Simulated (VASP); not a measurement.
# I (Pm-3m) in VASP: notebook

Runs on I. Level: PBE. Tasks: single point.

Program: VASP 6.6.1. These are calculated values, not measurements. Logs are shortened: lines on timing, memory, paths and dates and some standing lists are left out, and cuts for length are marked.

## (1) The cell of the first run

The structure is cubic, space group Pm-3m (No. 221). The conventional cell has a = 4.971 Å, b = 4.971 Å, c = 4.971 Å, α = 90.00°, β = 90.00°, γ = 90.00°. I (site symmetry 4/mmm) has 8 I at 3.51 Å within 4.6 Å.

## (2) Single point, PBE (Br replaced by I, lengths x 1.095, strained)

INCAR reads:

```
PREC = Accurate
ENCUT = 520
EDIFF = 1E-7
ISMEAR = 0
SIGMA = 0.1
LREAL = F
LASPH = T
NELM = 80
ALGO = Fast
ISIF = 2
LWAVE = F
LCHARG = F
GGA = PE
NBANDS = 18
```

KPOINTS reads:

```
regular mesh
0
Gamma
  4 4 4
```

POSCAR reads:

```
I
1.0
    4.9708315429      0.0000000000      0.0000000000
    0.0000000000      4.9708315429      0.0000000000
    0.0000000000      0.0000000000      4.9708315429
I
3
Direct
    0.5000000000      0.0000000000      0.0000000000
    0.0000000000      0.5000000000      0.0000000000
    0.0000000000      0.0000000000      0.5000000000
```

Potentials or basis: VASP PAW PBE potentials, release 64 (I).

The run is started by

```console
$ cat potpaw_PBE.64/I/POTCAR > POTCAR
$ mpirun -np 1 vasp_std > vasp.out
```

OUTCAR:

```text
PREC = Accurate
   ENCUT = 520
   EDIFF = 1E-7
   ISMEAR = 0
   LREAL = F
   LASPH = T
   NELM = 80
   ISIF = 2
   GGA = PE

 ion  position               nearest neighbor table
   1  0.500  0.000  0.000-   2 3.51   3 3.51   3 3.51   2 3.51   2 3.51   3 3.51   3 3.51   2 3.51

   2  0.000  0.500  0.000-   1 3.51   3 3.51   3 3.51   1 3.51   3 3.51   3 3.51   1 3.51   1 3.51

   3  0.000  0.000  0.500-   1 3.51   2 3.51   1 3.51   2 3.51   2 3.51   2 3.51   1 3.51   1 3.51

  LATTYP: Found a simple cubic cell.
 ALAT       =     4.9708315429

  Lattice vectors:

 A1 = (   4.9708315429,   0.0000000000,   0.0000000000)
 A2 = (   0.0000000000,   4.9708315429,   0.0000000000)
 A3 = (   0.0000000000,   0.0000000000,   4.9708315429)

Analysis of symmetry for initial positions (statically):
=====================================================================
 Subroutine PRICEL returns:
 Original cell was already a primitive cell.

 Routine SETGRP: Setting up the symmetry group for a
 simple cubic supercell.

 Subroutine GETGRP returns: Found 48 space group operations
 (whereof 48 operations were pure point group operations)
 out of a pool of 48 trial point group operations.

The static configuration has the point symmetry O_h .

Analysis of symmetry for dynamics (positions and initial velocities):
=====================================================================
 Subroutine PRICEL returns:
 Original cell was already a primitive cell.

 Routine SETGRP: Setting up the symmetry group for a
 simple cubic supercell.

 Subroutine GETGRP returns: Found 48 space group operations
 (whereof 48 operations were pure point group operations)
 out of a pool of 48 trial point group operations.

The dynamic configuration has the point symmetry O_h .

 Subroutine INISYM returns: Found 48 space group operations
 (whereof 48 operations are pure point group operations),
 and found     1 'primitive' translations

----------------------------------------------------------------------------------------

                                     Primitive cell

  volume of cell :     122.8251

  direct lattice vectors                    reciprocal lattice vectors
     4.970831543  0.000000000  0.000000000     0.201173585  0.000000000  0.000000000
     0.000000000  4.970831543  0.000000000     0.000000000  0.201173585  0.000000000
     0.000000000  0.000000000  4.970831543     0.000000000  0.000000000  0.201173585

  length of vectors
     4.970831543  4.970831543  4.970831543     0.201173585  0.201173585  0.201173585

  position of ions in fractional coordinates (direct lattice)
     0.500000000  0.000000000  0.000000000
     0.000000000  0.500000000  0.000000000
     0.000000000  0.000000000  0.500000000

  ion indices of the primitive-cell ions
   primitive index   ion index
                 1           1
                 2           2
                 3           3

----------------------------------------------------------------------------------------

 KPOINTS: regular mesh

Automatic generation of k-mesh.
 Grid dimensions read from file:
 generate k-points for:    4    4    4

 Generating k-lattice:

  Cartesian coordinates                     Fractional coordinates (reciprocal lattice)
     0.050293396  0.000000000  0.000000000     0.250000000  0.000000000  0.000000000
     0.000000000  0.050293396  0.000000000     0.000000000  0.250000000  0.000000000
     0.000000000  0.000000000  0.050293396     0.000000000  0.000000000  0.250000000

  Length of vectors
     0.050293396  0.050293396  0.050293396

  Shift w.r.t. Gamma in fractional coordinates (k-lattice)
     0.000000000  0.000000000  0.000000000

 Subroutine IBZKPT returns following result:
 ===========================================

 Found     10 irreducible k-points:

 Following reciprocal coordinates:
            Coordinates               Weight
  0.000000  0.000000  0.000000      1.000000
  0.250000  0.000000  0.000000      6.000000
  0.500000  0.000000  0.000000      3.000000
  0.250000  0.250000  0.000000     12.000000
  0.500000  0.250000  0.000000     12.000000
  0.500000  0.500000  0.000000      3.000000
  0.250000  0.250000  0.250000      8.000000
  0.500000  0.250000  0.250000     12.000000
  0.500000  0.500000  0.250000      6.000000
  0.500000  0.500000  0.500000      1.000000
   k-points           NKPTS =     10   k-points in BZ     NKDIM =     10   number of bands    NBANDS=     18
   number of dos      NEDOS =    301   number of ions     NIONS =      3
   total plane-waves  NPLWV =  64000
   dimension x,y,z NGX =    40 NGY =   40 NGZ =   40
   dimension x,y,z NGXF=    80 NGYF=   80 NGZF=   80
   ions per type =               3
   NGX,Y,Z   is equivalent  to a cutoff of  13.38, 13.38, 13.38 a.u.
   NGXF,Y,Z  is equivalent  to a cutoff of  26.76, 26.76, 26.76 a.u.
 SYSTEM =  unknown system
   PREC   = accura    normal or accurate (medium, high low for compatibility)
   ISTART =      0    job   : 0-new  1-cont  2-samecut
   ICHARG =      2    charge: 1-file 2-atom 10-const
   ISPIN  =      1    spin polarized calculation?
   LNONCOLLINEAR =      F non collinear calculations
   LSORBIT =      F    spin-orbit coupling
   LASPH  =      T    aspherical Exc in radial PAW
   ENCUT  =  520.0 eV  38.22 Ry    6.18 a.u.   9.24  9.24  9.24*2*pi/ulx,y,z
   NELM   =     80;   NELMIN=  2; NELMDL= -5     # of ELM steps
   EDIFF  = 0.1E-06   stopping-criterion for ELM
   LREAL  =      F    real-space projection
   EDIFFG = 0.1E-05   stopping-criterion for IOM
   NSW    =      0    number of steps for IOM
   IBRION =     -1    ionic relax: 0-MD 1-quasi-New 2-CG
   NFREE  =      0    steps in history (QN), initial steepest desc. (CG)
   ISIF   =      2    stress and relaxation
   ISYM   =      2    0-nonsym 1-usesym 2-fastsym
   POTIM  = 0.5000    time-step for ionic-motion
   TEBEG  =    0.0;   TEEND  =   0.0 temperature during run
   PSTRESS=    0.0 pullay stress
   NELECT =      21.0000    total number of electrons
   NUPDOWN=      -1.0000    fix difference up-down
   EMIN   =  10.00;   EMAX   =-10.00  energy-range for DOS
   EFERMI =   0.00;   METHOD = LEGACY
   ISMEAR =     0;   SIGMA  =   0.10  broadening in eV -4-tet -1-fermi 0-gaus
   EFERMI_NEDOS =   21; number of points for ismear=-14 and -15
   IALGO  =     68    algorithm
   IMIX   =      4    mixing-type and parameters
     AMIX     =   0.40;   BMIX     =  1.00
     AMIX_MAG =   1.60;   BMIX_MAG =  1.00
  volume/ion in A,a.u.               =      40.94       276.29
  Fermi-wavevector in a.u.,A,eV,Ry     =   0.908627  1.717056 11.233007  0.825603
  Thomas-Fermi vector in A             =   2.032575
   LORBIT       =      0    0 simple, 1 ext, 2 COOP (PROOUT), +10 PAW based schemes
   GGA     = PE    functional components
   LHFCALC =     F    Hartree Fock is set to
   AEXX    =    0.0000 exact exchange contribution
   IVDW    =     0    specifies the selected vdW correction
   LEPSILON=     F    determine dielectric tensor
   LRPA    =     F    only Hartree local field effects (RPA)
 non-spin polarized calculation
 RMM-DIIS sequential band-by-band and
 Gauss-broadening in eV      SIGMA  =   0.10
  energy-cutoff  :      520.00
  volume of cell :      122.83
 maximum number of plane-waves:      3362
 NGX is ok and might be reduce to    40
   NGX = 19   NGY = 19   NGZ = 19

 number of electron      20.9999996 magnetization

 Free energy of the ion-electron system (eV)
  ---------------------------------------------------
  ext. energy  EPLUGINS =         0.00000000
  ---------------------------------------------------
  free energy    TOTEN  =        -3.15304899 eV

  energy without entropy =       -3.12170354  energy(sigma->0) =       -3.13737626

 E-fermi :   3.2375     XC(G=0):  -8.1438

 val. band max:        3.2279109488   @ k =   0.5000   0.0000   0.0000
 cond. band min:       3.2569015240   @ k =   0.5000   0.2500   0.0000
 fundamental gap:      0.0289905752
 Fermi energy:         3.2374644140

 k-point     1 :       0.0000    0.0000    0.0000
  band No.  band energies     occupation
      1     -10.3165      2.00000
      2      -8.2418      2.00000
      3      -8.2418      2.00000
      4      -0.7158      2.00000
      5      -0.7158      2.00000
      6      -0.7158      2.00000
[... 10 lines left out ...]
     17       9.6061      0.00000
     18       9.6061      0.00000

 k-point     2 :       0.2500    0.0000    0.0000
  band No.  band energies     occupation
      1     -10.1089      2.00000
      2      -8.5870      2.00000
      3      -8.2250      2.00000
      4      -0.4630      2.00000
      5      -0.4630      2.00000
      6      -0.2151      2.00000
[... 10 lines left out ...]
     17      10.7184      0.00000
     18      10.7329      0.00000

 k-point     3 :       0.5000    0.0000    0.0000
  band No.  band energies     occupation
      1      -9.7482      2.00000
      2      -9.0767      2.00000
      3      -8.2080      2.00000
      4      -0.0742      2.00000
      5      -0.0742      2.00000
      6       0.9217      2.00000
[... 10 lines left out ...]
     17      11.6518      0.00000
     18      11.6520      0.00000

 k-point     4 :       0.2500    0.2500    0.0000
  band No.  band energies     occupation
      1      -9.9095      2.00000
      2      -8.6619      2.00000
      3      -8.4186      2.00000
      4      -0.7009      2.00000
      5      -0.1942      2.00000
      6       0.5637      2.00000
[... 10 lines left out ...]
     17      10.9426      0.00000
     18      11.2727      0.00000

 k-point     5 :       0.5000    0.2500    0.0000
  band No.  band energies     occupation
      1      -9.5499      2.00000
      2      -9.0433      2.00000
      3      -8.4630      2.00000
      4      -0.3803      2.00000
      5      -0.1662      2.00000
      6       0.2459      2.00000
[... 10 lines left out ...]
     17      11.4805      0.00000
     18      11.6481      0.00000

 k-point     6 :       0.5000    0.5000    0.0000
  band No.  band energies     occupation
      1      -9.0609      2.00000
      2      -9.0090      2.00000
      3      -9.0090      2.00000
      4      -0.7076      2.00000
      5      -0.5107      2.00000
      6       0.9740      2.00000
[... 10 lines left out ...]
     17      11.9515      0.00000
     18      12.3164      0.00000

 k-point     7 :       0.2500    0.2500    0.2500
  band No.  band energies     occupation
      1      -9.7256      2.00000
      2      -8.6355      2.00000
      3      -8.6355      2.00000
      4      -1.2089      2.00000
      5       0.2768      2.00000
      6       0.2768      2.00000
[... 10 lines left out ...]
     17      10.5533      0.00000
     18      12.5460      0.00000

 k-point     8 :       0.5000    0.2500    0.2500
  band No.  band energies     occupation
      1      -9.3865      2.00000
      2      -9.0103      2.00000
      3      -8.6085      2.00000
      4      -1.2497      2.00000
      5      -0.1802      2.00000
      6      -0.0314      2.00000
[... 10 lines left out ...]
     17      12.0183      0.00000
     18      12.1150      0.00000

 k-point     9 :       0.5000    0.5000    0.2500
  band No.  band energies     occupation
      1      -9.0034      2.00000
      2      -8.9764      2.00000
      3      -8.9764      2.00000
      4      -1.5992      2.00000
      5      -0.6569      2.00000
      6      -0.0562      2.00000
[... 10 lines left out ...]
     17      12.0481      0.00000
     18      12.0501      0.00000

 k-point    10 :       0.5000    0.5000    0.5000
  band No.  band energies     occupation
      1      -8.9430      2.00000
      2      -8.9430      2.00000
      3      -8.9430      2.00000
      4      -2.2002      2.00000
      5      -0.6041      2.00000
      6      -0.6041      2.00000
[... 10 lines left out ...]
     17      12.7154      0.00000
     18      12.7154      0.00000

------------------------ aborting loop because EDIFF is reached ----------------------------------------

  FORCE on cell =-STRESS in cart. coord.  units (eV):
  Direction    XX          YY          ZZ          XY          YZ          ZX
  --------------------------------------------------------------------------------------
  -------------------------------------------------------------------------------------
  Total        0.9536253      0.9536253      0.9536253     -0.0000000     -0.0000000      0.0000000
  in kB       12.4394505     12.4394505     12.4394505     -0.0000000     -0.0000000      0.0000000
  external PRESSURE =      12.4394505 kB  Pullay stress =       0.0000000 kB

 VOLUME and BASIS-vectors are now :
 -----------------------------------------------------------------------------
  energy-cutoff  :      520.00
  volume of cell :      122.83
      direct lattice vectors                 reciprocal lattice vectors
     4.970831543  0.000000000  0.000000000     0.201173585  0.000000000  0.000000000
     0.000000000  4.970831543  0.000000000     0.000000000  0.201173585  0.000000000
     0.000000000  0.000000000  4.970831543     0.000000000  0.000000000  0.201173585

 POSITION                                       TOTAL-FORCE (eV/Angst)
 -----------------------------------------------------------------------------------
      2.48542      0.00000      0.00000         0.000000      0.000000      0.000000
      0.00000      2.48542      0.00000         0.000000      0.000000      0.000000
      0.00000      0.00000      2.48542         0.000000      0.000000      0.000000
 -----------------------------------------------------------------------------------
    total drift:                                0.000000      0.000000     -0.000000

  FREE ENERGIE OF THE ION-ELECTRON SYSTEM (eV)
  ---------------------------------------------------
  free  energy   TOTEN  =        -3.1530489851 eV

  energy  without entropy=       -3.1217035407  energy(sigma->0) =       -3.13737626
```

Run time: 35 s. Hardware: 1 thread of Oxide Virtual Turin-like, shared host; peak memory 0.19 GiB.

Results:

* Free energy: -3.1530 eV
* Pressure: 1.2 GPa
* Band gap on the k mesh: zero (an odd number of electrons rules out a gap without spin polarisation)

Levels at points of the mesh, in eV from the Fermi level:
```csv
k point,band 7,band 8,band 9,band 10,band 11,band 12,band 13,band 14
"(0.00, 0.00, 0.00)",-1.00,-1.00,-1.00,0.46,0.46,0.46,3.38,6.24
"(0.50, 0.00, 0.00)",-2.04,-1.90,-1.90,-1.56,-0.01,-0.01,5.57,6.62
"(0.50, 0.50, 0.00)",-1.89,-1.89,-1.82,-1.82,0.39,0.73,6.47,6.51
"(0.50, 0.50, 0.50)",-3.84,0.45,0.45,0.76,0.76,0.76,3.86,7.51
```

Caveat: the cell differs from its parent crystal (Br replaced by I, lengths x 1.095, strained); spin-orbit coupling is left out, which moves the levels of the heavy elements; an odd number of electrons without spin polarisation forces a metal; a magnetic or distorted state may lie lower.

## (3) Single point, PBE (Br replaced by I, lengths x 1.095, strained)

INCAR reads:

```
SYSTEM = I
PREC = Accurate ; ENCUT = 520
EDIFF = 1E-6 ; ISMEAR = 0
SIGMA = 0.1 ; LREAL = .FALSE.
LASPH = .TRUE. ; NELM = 100
ALGO = Normal ; ISIF = 2
LWAVE = .FALSE. ; LCHARG = .FALSE.
GGA = PE ; NBANDS = 18
```

KPOINTS reads:

```
Automatic mesh
0
G
  8 8 8
  0 0 0
```

POSCAR reads:

```
I
1.0
    5.1285094589      0.0000000000      0.0000000000
    0.0000000000      5.1285094589      0.0000000000
    0.0000000000      0.0000000000      5.1285094589
I
3
Direct
    0.5000000000      0.0000000000      0.0000000000
    0.0000000000      0.5000000000      0.0000000000
    0.0000000000      0.0000000000      0.5000000000
```

Potentials or basis: VASP PAW PBE potentials, release 64 (I).

The run is started by

```console
$ cat potpaw_PBE.64/I/POTCAR > POTCAR
$ mpirun -np 1 vasp_std > vasp.out
```

OUTCAR:

```text
SYSTEM = I
   PREC = Accurate
   ENCUT = 520
   EDIFF = 1E-6
   ISMEAR = 0
   LREAL = .FALSE.
   LASPH = .TRUE.
   NELM = 100
   ISIF = 2
   GGA = PE

 ion  position               nearest neighbor table
   1  0.500  0.000  0.000-
   2  0.000  0.500  0.000-
   3  0.000  0.000  0.500-

  LATTYP: Found a simple cubic cell.
 ALAT       =     5.1285094589

[... 693 lines left out ...]

 [... further k-points ...]

------------------------ aborting loop because EDIFF is reached ----------------------------------------

  FORCE on cell =-STRESS in cart. coord.  units (eV):
  Direction    XX          YY          ZZ          XY          YZ          ZX
  --------------------------------------------------------------------------------------
  -------------------------------------------------------------------------------------
  Total       -0.6607669     -0.6607669     -0.6607669      0.0000000      0.0000000      0.0000000
  in kB       -7.8484774     -7.8484774     -7.8484774      0.0000000      0.0000000      0.0000000
  external PRESSURE =      -7.8484774 kB  Pullay stress =       0.0000000 kB

 VOLUME and BASIS-vectors are now :
 -----------------------------------------------------------------------------
  energy-cutoff  :      520.00
  volume of cell :      134.89
      direct lattice vectors                 reciprocal lattice vectors
     5.128509459  0.000000000  0.000000000     0.194988429  0.000000000  0.000000000
     0.000000000  5.128509459  0.000000000     0.000000000  0.194988429  0.000000000
     0.000000000  0.000000000  5.128509459     0.000000000  0.000000000  0.194988429

 POSITION                                       TOTAL-FORCE (eV/Angst)
 -----------------------------------------------------------------------------------
      2.56425      0.00000      0.00000         0.000000      0.000000      0.000000
      0.00000      2.56425      0.00000         0.000000      0.000000      0.000000
      0.00000      0.00000      2.56425         0.000000      0.000000      0.000000
 -----------------------------------------------------------------------------------
    total drift:                                0.000000      0.000000     -0.000000

  FREE ENERGIE OF THE ION-ELECTRON SYSTEM (eV)
  ---------------------------------------------------
  free  energy   TOTEN  =        -3.1934310688 eV

  energy  without entropy=       -3.1664408083  energy(sigma->0) =       -3.17993594
```

It took 75 s on 1 thread of Oxide Virtual Turin-like, shared host; peak memory 0.22 GiB.

What came out:

| Quantity | Value |
| --- | --- |
| Free energy | -3.1934 eV |
| Pressure | -0.8 GPa |
| Band gap on the k mesh | zero (an odd number of electrons rules out a gap without spin polarisation) |

Caveat: the cell differs from its parent crystal (Br replaced by I, lengths x 1.095, strained); spin-orbit coupling is left out, which moves the levels of the heavy elements; an odd number of electrons without spin polarisation forces a metal; a magnetic or distorted state may lie lower.

(Continued in part 2 of 2.)

The gap in the log of VASP goes by the Fermi energy; the results here count the filled bands.